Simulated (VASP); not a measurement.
Here is a VASP 6.6.1 calculation.

The input INCAR:

```
SYSTEM = InP2N3
PREC     = Accurate       ! precision mode
ENCUT    = 520            ! plane-wave cutoff, eV
EDIFF    = 1E-6           ! SCF threshold, eV
ISMEAR   = 0              ! smearing method
SIGMA    = 0.1            ! smearing width, eV
LREAL    = .FALSE.        ! projectors in reciprocal space
LASPH    = .TRUE.         ! aspherical terms in the spheres
NELM     = 60             ! most SCF steps
ALGO     = Normal         ! electronic algorithm
ISIF     = 2              ! what is computed and relaxed
LWAVE    = .FALSE.        ! write WAVECAR
LCHARG   = .TRUE.         ! write CHGCAR
GGA      = PE             ! functional
LELF     = .TRUE.         ! ELF
LVHAR    = .TRUE.       
NBANDS   = 28             ! bands
```

The input KPOINTS:

```
Automatic mesh
0
G
  6 6 2
  0 0 0
```

Contents of POSCAR:

```
InP2N3
1.0
    3.1932186860      0.0000000000      0.0000000000
   -1.5966093430      2.7654085019      0.0000000000
    0.0000000000      0.0000000000      7.6910984034
In P N
1 2 3
Direct
    0.0000000000      0.0000000000      0.5000000000
    0.3333333333      0.6666666667      0.1562652293
    0.6666666667      0.3333333333      0.8437347707
    0.3333333333      0.6666666667      0.6878198894
    0.0000000000      0.0000000000      0.0000000000
    0.6666666667      0.3333333333      0.3121801106
```

Potentials or basis: VASP PAW PBE potentials, release 64 (In_d, P, N).

Run with:

```bash
$ cat potpaw_PBE.64/In_d/POTCAR potpaw_PBE.64/P/POTCAR potpaw_PBE.64/N/POTCAR > POTCAR
$ mpirun -np 1 vasp_std > vasp.out
```

Predict the largest force.

0.025 eV/Å.

Predict the band gap on the k mesh.

zero (band 19 reaches 9.68 eV, above the bottom of band 20 at 9.38 eV).

What does it give for the pressure?

-0.4 GPa.

Forces in eV/Å, atoms in the order of the input:
```
In   0.000  0.000  0.000
P    0.000  0.000 -0.001
P    0.000  0.000  0.001
N    0.000  0.000  0.025
N    0.000  0.000  0.000
N    0.000  0.000 -0.025
```

Caveat: the k points lie up to 0.41 Å⁻¹ apart; spin-orbit coupling is left out, which moves the levels of the heavy elements.
